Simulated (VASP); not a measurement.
# HfC5 (P-6m2) in VASP: a series of runs, part 2 of 2

VASP 6.6.1. The steps go on from the part before.

## 4. Single point, PBE

This run uses another cell than the first one, of 8.80 Å³/atom.

INCAR reads:

```
  ALGO = Normal
  EDIFF = 1E-6
  ENCUT = 520
  GGA = PE
  ISIF = 2
  ISMEAR = 0
  LASPH = T
  LCHARG = F
  LREAL = F
  LWAVE = F
  NBANDS = 24
  NELM = 100
  PREC = Accurate
  SIGMA = 0.1
```

KPOINTS reads:

```
k-points
0
Gamma
  18 18 4
```

POSCAR reads:

```
HfC5
1.0
    2.6297203966      0.0000000000      0.0000000000
   -1.3148601983      2.2774046683      0.0000000000
    0.0000000000      0.0000000000      8.8139272745
Hf C
1 5
Direct
    0.0000000000      0.0000000000      0.0000000000
    0.6666666667      0.3333333333      0.6635990251
    0.0000000000      0.0000000000      0.7220988619
    0.6666666667      0.3333333333      0.5000000000
    0.0000000000      0.0000000000      0.2779011381
    0.6666666667      0.3333333333      0.3364009749
```

Potentials or basis: VASP PAW PBE potentials, release 64 (Hf_pv, C).

On the command line:

```
> cat potpaw_PBE.64/Hf_pv/POTCAR potpaw_PBE.64/C/POTCAR > POTCAR
> mpirun -np 1 vasp_std > vasp.out
```

OUTCAR:

```text
EDIFF = 1E-6
   ENCUT = 520
   GGA = PE
   ISIF = 2
   ISMEAR = 0
   LASPH = T
   LREAL = F
   NELM = 100
   PREC = Accurate

 ion  position               nearest neighbor table
   1  0.000  0.000  0.000-   3 2.45   5 2.45
   2  0.667  0.333  0.664-   4 1.44   3 1.60   3 1.60   3 1.60
   3  0.000  0.000  0.722-   2 1.60   2 1.60   2 1.60   1 2.45
   4  0.667  0.333  0.500-   2 1.44   6 1.44
   5  0.000  0.000  0.278-   6 1.60   6 1.60   6 1.60   1 2.45
   6  0.667  0.333  0.336-   4 1.44   5 1.60   5 1.60   5 1.60

  LATTYP: Found a hexagonal cell.
 ALAT       =     2.6297203966
 C/A-ratio  =     3.3516594714

  Lattice vectors:

 A1 = (   2.6297203966,   0.0000000000,   0.0000000000)
 A2 = (  -1.3148601983,   2.2774046683,   0.0000000000)
 A3 = (   0.0000000000,   0.0000000000,   8.8139272745)

Analysis of symmetry for initial positions (statically):
=====================================================================
 Subroutine PRICEL returns:
 Original cell was already a primitive cell.

 Routine SETGRP: Setting up the symmetry group for a
 hexagonal supercell.

 Subroutine GETGRP returns: Found 12 space group operations
 (whereof 12 operations were pure point group operations)
 out of a pool of 24 trial point group operations.

The static configuration has the point symmetry D_3h.

Analysis of symmetry for dynamics (positions and initial velocities):
=====================================================================
 Subroutine PRICEL returns:
 Original cell was already a primitive cell.

 Routine SETGRP: Setting up the symmetry group for a
 hexagonal supercell.

 Subroutine GETGRP returns: Found 12 space group operations
 (whereof 12 operations were pure point group operations)
 out of a pool of 24 trial point group operations.

The dynamic configuration has the point symmetry D_3h.

 Subroutine INISYM returns: Found 12 space group operations
 (whereof 12 operations are pure point group operations),
 and found     1 'primitive' translations

----------------------------------------------------------------------------------------

                                     Primitive cell

  volume of cell :      52.7861

  direct lattice vectors                    reciprocal lattice vectors
     2.629720397  0.000000000  0.000000000     0.380268564  0.219548158  0.000000000
    -1.314860198  2.277404668  0.000000000     0.000000000  0.439096316  0.000000000
     0.000000000  0.000000000  8.813927274     0.000000000  0.000000000  0.113456802

  length of vectors
     2.629720397  2.629720397  8.813927274     0.439096316  0.439096316  0.113456802

  position of ions in fractional coordinates (direct lattice)
     0.000000000  0.000000000  0.000000000
     0.666666667  0.333333333  0.663599025
     0.000000000  0.000000000  0.722098862
     0.666666667  0.333333333  0.500000000
     0.000000000  0.000000000  0.277901138
     0.666666667  0.333333333  0.336400975

  ion indices of the primitive-cell ions
   primitive index   ion index
                 1           1
                 2           2
                 3           3
                 4           4
                 5           5
                 6           6

[... 30 lines left out ...]
  0.111111  0.000000  0.000000      6.000000
  0.166667  0.000000  0.000000      6.000000
  0.222222  0.000000  0.000000      6.000000
  0.277778  0.000000  0.000000      6.000000
[... 16 lines left out ...]
  0.333333  0.111111  0.000000     12.000000
  0.388889  0.111111  0.000000     12.000000
 [... further k-points ...]
   k-points           NKPTS =    111   k-points in BZ     NKDIM =    111   number of bands    NBANDS=     24
   number of dos      NEDOS =    301   number of ions     NIONS =      6
   total plane-waves  NPLWV =  28000
   dimension x,y,z NGX =    20 NGY =   20 NGZ =   70
   dimension x,y,z NGXF=    40 NGYF=   40 NGZF=  140
   ions per type =               1   5
   NGX,Y,Z   is equivalent  to a cutoff of  12.64, 12.64, 13.20 a.u.
   NGXF,Y,Z  is equivalent  to a cutoff of  25.29, 25.29, 26.41 a.u.
[... 16 lines left out ...]
   ISIF   =      2    stress and relaxation
   ISYM   =      2    0-nonsym 1-usesym 2-fastsym
   POTIM  = 0.5000    time-step for ionic-motion
   TEBEG  =    0.0;   TEEND  =   0.0 temperature during run
   PSTRESS=    0.0 pullay stress
   NELECT =      30.0000    total number of electrons
   NUPDOWN=      -1.0000    fix difference up-down
   EMIN   =  10.00;   EMAX   =-10.00  energy-range for DOS
   EFERMI =   0.00;   METHOD = LEGACY
   ISMEAR =     0;   SIGMA  =   0.10  broadening in eV -4-tet -1-fermi 0-gaus
   EFERMI_NEDOS =   21; number of points for ismear=-14 and -15
   IALGO  =     38    algorithm
   IMIX   =      4    mixing-type and parameters
     AMIX     =   0.40;   BMIX     =  1.00
     AMIX_MAG =   1.60;   BMIX_MAG =  1.00
  volume/ion in A,a.u.               =       8.80        59.37
  Fermi-wavevector in a.u.,A,eV,Ry     =   1.356049  2.562562 25.019344  1.838870
  Thomas-Fermi vector in A             =   2.483085
   LORBIT       =      0    0 simple, 1 ext, 2 COOP (PROOUT), +10 PAW based schemes
   GGA     = PE    functional components
   LHFCALC =     F    Hartree Fock is set to
   AEXX    =    0.0000 exact exchange contribution
   IVDW    =     0    specifies the selected vdW correction
   LEPSILON=     F    determine dielectric tensor
   LRPA    =     F    only Hartree local field effects (RPA)
 non-spin polarized calculation
 Gauss-broadening in eV      SIGMA  =   0.10
  energy-cutoff  :      520.00
  volume of cell :       52.79
 maximum number of plane-waves:      1449
 NGX is ok and might be reduce to    20
   NGX =  9   NGY =  9   NGZ = 33

 number of electron      30.0000000 magnetization

 Free energy of the ion-electron system (eV)
  ---------------------------------------------------
  ext. energy  EPLUGINS =         0.00000000
  ---------------------------------------------------
  free energy    TOTEN  =       -48.73251097 eV

  energy without entropy =      -48.72465156  energy(sigma->0) =      -48.72858127

 E-fermi :   6.6778     XC(G=0): -12.2415

 val. band max:        6.6757770265   @ k =   0.3333   0.2778   0.0000
 cond. band min:       6.6849602553   @ k =   0.2222   0.2222   0.2500
 fundamental gap:      0.0091832289
 Fermi energy:         6.6778219224

 k-point     1 :       0.0000    0.0000    0.0000
  band No.  band energies     occupation
      1     -23.0326      2.00000
      2     -21.6692      2.00000
      3     -21.6692      2.00000
      4     -12.6729      2.00000
      5     -11.4618      2.00000
      6      -6.4672      2.00000
[... 637 lines left out ...]
     23      15.3430      0.00000
     24      16.6407      0.00000

 [... further k-points ...]

------------------------ aborting loop because EDIFF is reached ----------------------------------------

  FORCE on cell =-STRESS in cart. coord.  units (eV):
  Direction    XX          YY          ZZ          XY          YZ          ZX
  --------------------------------------------------------------------------------------
  -------------------------------------------------------------------------------------
  Total       -0.0217291     -0.0217291      0.1127592      0.0000000      0.0000000      0.0000000
  in kB       -0.6595283     -0.6595283      3.4224985      0.0000000      0.0000000      0.0000000
  external PRESSURE =       0.7011473 kB  Pullay stress =       0.0000000 kB

 VOLUME and BASIS-vectors are now :
 -----------------------------------------------------------------------------
  energy-cutoff  :      520.00
  volume of cell :       52.79
      direct lattice vectors                 reciprocal lattice vectors
     2.629720397  0.000000000  0.000000000     0.380268564  0.219548158  0.000000000
    -1.314860198  2.277404668  0.000000000     0.000000000  0.439096316  0.000000000
     0.000000000  0.000000000  8.813927274     0.000000000  0.000000000  0.113456802

 POSITION                                       TOTAL-FORCE (eV/Angst)
 -----------------------------------------------------------------------------------
      0.00000      0.00000      0.00000        -0.000000      0.000000      0.000000
      1.31486      0.75913      5.84891         0.000000      0.000000      0.028635
      0.00000      0.00000      6.36453         0.000000      0.000000      0.009358
      1.31486      0.75913      4.40696        -0.000000      0.000000      0.000000
      0.00000      0.00000      2.44940         0.000000     -0.000000     -0.009358
      1.31486      0.75913      2.96501         0.000000      0.000000     -0.028635
 -----------------------------------------------------------------------------------
    total drift:                                0.000000     -0.000000      0.000000

  FREE ENERGIE OF THE ION-ELECTRON SYSTEM (eV)
  ---------------------------------------------------
  free  energy   TOTEN  =       -48.7325109721 eV

  energy  without entropy=      -48.7246515603  energy(sigma->0) =      -48.72858127
```

OSZICAR:

```text
N       E                     dE             d eps       ncg     rms          rms(c)
DAV:   1     0.932782936776E+02    0.93278E+02   -0.15503E+04  5328   0.120E+03
DAV:   2    -0.441512386709E+02   -0.13743E+03   -0.12800E+03  6840   0.262E+02
DAV:   3    -0.501887802199E+02   -0.60375E+01   -0.59655E+01  7072   0.460E+01
DAV:   4    -0.502705955266E+02   -0.81815E-01   -0.81759E-01  6504   0.579E+00
DAV:   5    -0.502724746294E+02   -0.18791E-02   -0.18785E-02  7320   0.765E-01    0.450E+01
DAV:   6    -0.490290488525E+02    0.12434E+01   -0.27465E+00  7064   0.874E+00    0.276E+01
DAV:   7    -0.494652213366E+02   -0.43617E+00   -0.49856E+00  6968   0.109E+01    0.122E+01
DAV:   8    -0.488129032587E+02    0.65232E+00   -0.42878E+00  6848   0.774E+00    0.523E+00
DAV:   9    -0.487377869048E+02    0.75116E-01   -0.36107E-01  6720   0.244E+00    0.119E+00
DAV:  10    -0.487334362498E+02    0.43507E-02   -0.16060E-02  6472   0.682E-01    0.475E-01
DAV:  11    -0.487325327795E+02    0.90347E-03   -0.36958E-03  6792   0.311E-01    0.147E-01
DAV:  12    -0.487325093009E+02    0.23479E-04   -0.27400E-04  7240   0.902E-02    0.566E-02
DAV:  13    -0.487325121739E+02   -0.28731E-05   -0.26335E-05  6592   0.308E-02    0.148E-02
DAV:  14    -0.487325111072E+02    0.10667E-05   -0.48842E-06  6744   0.129E-02    0.355E-03
DAV:  15    -0.487325109721E+02    0.13515E-06   -0.74687E-07  4344   0.487E-03
   1 F= -.48732511E+02 E0= -.48728581E+02  d E =-.785941E-02
```

Run time: 66 s. Hardware: 1 thread of Intel Xeon 6975P-C (Granite Rapids), shared host; peak memory 0.25 GiB.

What came out:

| Property | Result |
| --- | --- |
| Free energy | -48.7325 eV |
| Pressure | 0.1 GPa |
| Largest force | 0.029 eV/Å |
| Band gap on the k mesh | zero (bands 15 and 16 overlap by 2.87 eV) |

Forces on the atoms (eV/Å):
```
Hf   0.000  0.000  0.000
C    0.000  0.000  0.029
C    0.000  0.000  0.009
C    0.000  0.000  0.000
C    0.000  0.000 -0.009
C    0.000  0.000 -0.029
```

Levels at points of the mesh, in eV from the Fermi level:
| k point | band 11 | band 12 | band 13 | band 14 | band 15 | band 16 | band 17 | band 18 | band 19 | band 20 |
| --- | --- | --- | --- | --- | --- | --- | --- | --- | --- | --- |
| (0.00, 0.00, 0.00) | -2.42 | -1.65 | -1.65 | -0.71 | 2.36 | 2.36 | 2.96 | 2.96 | 5.50 | 6.32 |
| (0.50, 0.00, 0.00) | -4.79 | -4.48 | -3.57 | -1.62 | -0.67 | -0.40 | 1.91 | 4.72 | 5.61 | 5.62 |
| (0.00, 0.00, 0.50) | -2.42 | -1.76 | -1.64 | -1.64 | 2.36 | 2.36 | 2.92 | 2.92 | 6.29 | 6.55 |
| (0.50, 0.00, 0.50) | -4.47 | -4.43 | -3.73 | -2.14 | -1.30 | 0.68 | 1.86 | 5.22 | 5.40 | 5.73 |

Caveat: spin-orbit coupling is left out, which moves the levels of the heavy elements.

## 5. Relaxation of cell and atoms, PBE

This run uses another cell than the first one, of 18.60 Å³/atom.

INCAR reads:

```
PREC     = Accurate       # precision mode
ENCUT    = 600            # plane-wave cutoff, eV
EDIFF    = 1E-6           # SCF threshold, eV
ISMEAR   = 0              # smearing method
SIGMA    = 0.1            # smearing width, eV
LREAL    = False          # projectors in reciprocal space
LASPH    = True           # aspherical terms in the spheres
NELM     = 60             # most SCF steps
ALGO     = Normal         # electronic algorithm
ISIF     = 3              # what is computed and relaxed
LWAVE    = False          # write WAVECAR
LCHARG   = False          # write CHGCAR
GGA      = PE             # functional
IBRION   = 2              # ionic algorithm
NSW      = 90             # ionic steps
EDIFFG   = -0.04          # ionic threshold
```

KPOINTS reads:

```
Automatic mesh
0
Gamma
  6 6 2
```

POSCAR reads:

```
HfC5
1.0
    3.0063456200      0.0000000000      0.0000000000
   -1.5031728100      2.6035716800      0.0000000000
    0.0000000000      0.0000000000     14.2595970600
Hf C
1 5
Direct
    0.0000000000      0.0000000000      0.0000000000
    0.6666666700      0.3333333300      0.8533704300
    0.0000000000      0.0000000000      0.6760535800
    0.6666666700      0.3333333300      0.5000000000
    0.0000000000      0.0000000000      0.3239464200
    0.6666666700      0.3333333300      0.1466295700
```

On the command line:

```
> cat potpaw_PBE.64/Hf_pv/POTCAR potpaw_PBE.64/C/POTCAR > POTCAR
> mpirun -np 1 vasp_std > vasp.out
```

It took 12 min on 1 thread of Intel Xeon 6975P-C (Granite Rapids), shared host; peak memory 0.3 GiB.

It converged, with:

```
Free energy                           : -48.7001 eV
Relaxed volume                        : 8.88 Å³/atom
Relaxed cell                          : a = 2.644 Å, b = 2.644 Å, c = 8.794 Å, α = 90.00°, β = 90.00°, γ = 120.00°
Space group after relaxing (to 0.1 Å) : P-6m2 (No. 187)
Pressure after relaxing               : 0.3 GPa
Largest force after relaxing          : 0.011 eV/Å
Band gap on the k mesh                : zero (bands 15 and 16 overlap by 2.92 eV)
```

Forces in eV/Å, atoms in the order of the input:
```
Hf   0.000  0.000  0.000
C    0.000  0.000  0.005
C    0.000  0.000 -0.011
C    0.000  0.000  0.000
C    0.000  0.000  0.011
C    0.000  0.000 -0.005
```

Stress tensor (GPa, compression positive):
```
0.17 0.00 0.00
0.00 0.17 0.00
0.00 0.00 0.55
```

Final structure:
```
CELL_PARAMETERS angstrom
2.64434 0.00000 0.00000
-1.32217 2.29007 0.00000
0.00000 0.00000 8.79444
ATOMIC_POSITIONS crystal
Hf 0.00000 0.00000 0.00000
C 0.66667 0.33333 0.66371
C 0.00000 0.00000 0.72308
C 0.66667 0.33333 0.50000
C 0.00000 0.00000 0.27692
C 0.66667 0.33333 0.33629
```

Levels at points of the mesh, in eV from the Fermi level:
| k point | band 13 | band 14 | band 15 | band 16 | band 17 | band 18 |
| --- | --- | --- | --- | --- | --- | --- |
| (0.00, 0.00, 0.00) | -1.59 | -0.63 | 2.58 | 2.58 | 2.89 | 2.89 |
| (0.50, 0.00, 0.00) | -3.29 | -1.43 | -0.51 | -0.34 | 1.85 | 4.73 |
| (0.00, 0.00, 0.50) | -1.57 | -1.57 | 2.58 | 2.58 | 2.85 | 2.85 |
| (0.50, 0.00, 0.50) | -3.46 | -2.05 | -1.06 | 0.76 | 1.80 | 5.27 |

Caveat: the k points lie up to 0.46 Å⁻¹ apart in the final cell, too coarse for converged energies and pressures of a metal; the volume moved by over 15 % at a fixed basis, so the end points are rough; spin-orbit coupling is left out, which moves the levels of the heavy elements.

## 6. Relaxation of cell and atoms, PBE

INCAR reads:

```
SYSTEM = HfC5
PREC     = Accurate       ! precision mode
ENCUT    = 600            ! plane-wave cutoff, eV
EDIFF    = 1E-7           ! SCF threshold, eV
ISMEAR   = 0              ! smearing method
SIGMA    = 0.1            ! smearing width, eV
LREAL    = .FALSE.        ! projectors in reciprocal space
LASPH    = .TRUE.         ! aspherical terms in the spheres
NELM     = 100            ! most SCF steps
ALGO     = Normal         ! electronic algorithm
ISIF     = 3              ! what is computed and relaxed
LWAVE    = .FALSE.        ! write WAVECAR
LCHARG   = .FALSE.        ! write CHGCAR
GGA      = PE             ! functional
IBRION   = 2              ! ionic algorithm
NSW      = 100            ! ionic steps
EDIFFG   = -0.01          ! ionic threshold
```

KPOINTS reads:

```
Automatic mesh
0
G
  18 18 4
  0 0 0
```

POSCAR reads:

```
HfC5
1.0
    2.6461930984      0.0000000000      0.0000000000
   -1.3230965492      2.2916704466      0.0000000000
    0.0000000000      0.0000000000      8.8069367029
Hf C
1 5
Direct
    0.0000000000      0.0000000000      0.0000000000
    0.6666666667      0.3333333333      0.6634591615
    0.0000000000      0.0000000000      0.7228276024
    0.6666666667      0.3333333333      0.5000000000
    0.0000000000      0.0000000000      0.2771723976
    0.6666666667      0.3333333333      0.3365408385
```

Potentials or basis: VASP PAW PBE potentials, release 64 (Hf_pv, C).

On the command line:

```
> cat potpaw_PBE.64/Hf_pv/POTCAR potpaw_PBE.64/C/POTCAR > POTCAR
> mpirun -np 1 vasp_std > vasp.out
```

Run time: 4 min. Hardware: 1 thread of Intel Xeon 6975P-C (Granite Rapids), shared host; peak memory 0.28 GiB.

The run converged. Its results:

* Free energy: -48.7412 eV
* Relaxed volume: 8.78 Å³/atom
* Relaxed cell: a = 2.628 Å, b = 2.628 Å, c = 8.811 Å, α = 90.00°, β = 90.00°, γ = 120.00°
* Space group after relaxing (to 0.1 Å): P-6m2 (No. 187)
* Energy gained by relaxing: 1.6 meV/atom
* Ionic steps: 7
* Pressure after relaxing: 0.0 GPa
* Largest force after relaxing: 0.007 eV/Å
* Band gap on the k mesh: zero (bands 15 and 16 overlap by 2.89 eV)

Forces in eV/Å, atoms in the order of the input:
```
Hf   0.000  0.000  0.000
C    0.000  0.000 -0.007
C    0.000  0.000 -0.002
C    0.000  0.000  0.000
C    0.000  0.000  0.002
C    0.000  0.000  0.007
```

The path:
```tsv
step	energy change (eV)	largest force (eV/Å)	pressure (GPa)	volume (Å³)
1	0.0000	0.1198	-2.80	53.41
2	-0.0060	0.0704	2.37	52.21
3	-0.0093	0.0686	0.39	52.65
4	-0.0094	0.0647	-0.28	52.74
5	-0.0097	0.0120	0.02	52.70
6	-0.0097	0.0120	0.01	52.70
7	-0.0097	0.0072	0.00	52.71
```

Final structure:
```cif
data_structure
_symmetry_space_group_name_H-M 'P 1'
_symmetry_Int_Tables_number 1
_cell_length_a 2.6281
_cell_length_b 2.6281
_cell_length_c 8.8114
_cell_angle_alpha 90.000
_cell_angle_beta 90.000
_cell_angle_gamma 120.000
_cell_volume 52.71
loop_
_atom_site_label
_atom_site_type_symbol
_atom_site_fract_x
_atom_site_fract_y
_atom_site_fract_z
_atom_site_occupancy
Hf1 Hf 0.00000 0.00000 0.00000 1
C1 C 0.66667 0.33333 0.66385 1
C2 C 0.00000 0.00000 0.72226 1
C3 C 0.66667 0.33333 0.50000 1
C4 C 0.00000 0.00000 0.27774 1
C5 C 0.66667 0.33333 0.33615 1
```

Levels at points of the mesh, in eV from the Fermi level:
```csv
k point,band 11,band 12,band 13,band 14,band 15,band 16,band 17,band 18,band 19
"(0.00, 0.00, 0.00)",-2.41,-1.65,-1.65,-0.70,2.36,2.36,2.97,2.97,5.50
"(0.50, 0.00, 0.00)",-4.80,-4.49,-3.57,-1.62,-0.67,-0.41,1.92,4.73,5.62
"(0.00, 0.00, 0.50)",-2.41,-1.76,-1.64,-1.64,2.36,2.36,2.93,2.93,6.30
"(0.50, 0.00, 0.50)",-4.47,-4.43,-3.74,-2.14,-1.31,0.68,1.86,5.24,5.42
```

Caveat: spin-orbit coupling is left out, which moves the levels of the heavy elements.

## 7. The runs side by side

| task | cell | k mesh | cutoff (eV) | gap on the mesh (eV) | pressure (GPa) | relaxed volume (Å³/atom) | largest force (eV/Å) |
| --- | --- | --- | --- | --- | --- | --- | --- |
| single point | a = 2.646, b = 2.646, c = 8.807 Å, angles 90.0, 90.0, 120.0°, 6 atoms, atomic positions A | 6 × 6 × 2 | 520 | none | -0.1 | - | 0.04 |
| single point | a = 3.006, b = 3.006, c = 14.260 Å, angles 90.0, 90.0, 120.0°, 6 atoms, atomic positions B | 6 × 6 × 2 | 520 | none | -19.6 | - | 1.74 |
| single point | a = 2.630, b = 2.630, c = 8.814 Å, angles 90.0, 90.0, 120.0°, 6 atoms, atomic positions A | 18 × 18 × 4 | 520 | none | 0.1 | - | 0.03 |
| relaxation of cell and atoms | relaxed from a = 3.006, b = 3.006, c = 14.260 Å, angles 90.0, 90.0, 120.0°, 6 atoms, atomic positions B | 6 × 6 × 2 | 600 | none | 0.3 | 8.88 | 0.01 |
| relaxation of cell and atoms | relaxed from a = 2.646, b = 2.646, c = 8.807 Å, angles 90.0, 90.0, 120.0°, 6 atoms, atomic positions A | 18 × 18 × 4 | 600 | none | 0.0 | 8.78 | 0.01 |

Alike in all rows: level PBE; potentials or basis VASP PAW PBE potentials, release 64 (Hf_pv, C); no spin polarisation; smearing gaussian 0.1 eV.

Caveats: some runs use coarse meshes; spin-orbit coupling is left out, which moves the levels of the heavy elements; forces of over 1 eV/Å act on the atoms, so gaps and moduli don't describe the material at rest (at least some runs); the volume moved by over 15 % at a fixed basis, so the end points are rough (at least some runs).

Absolute energies hang on the potentials; compare differences alone.
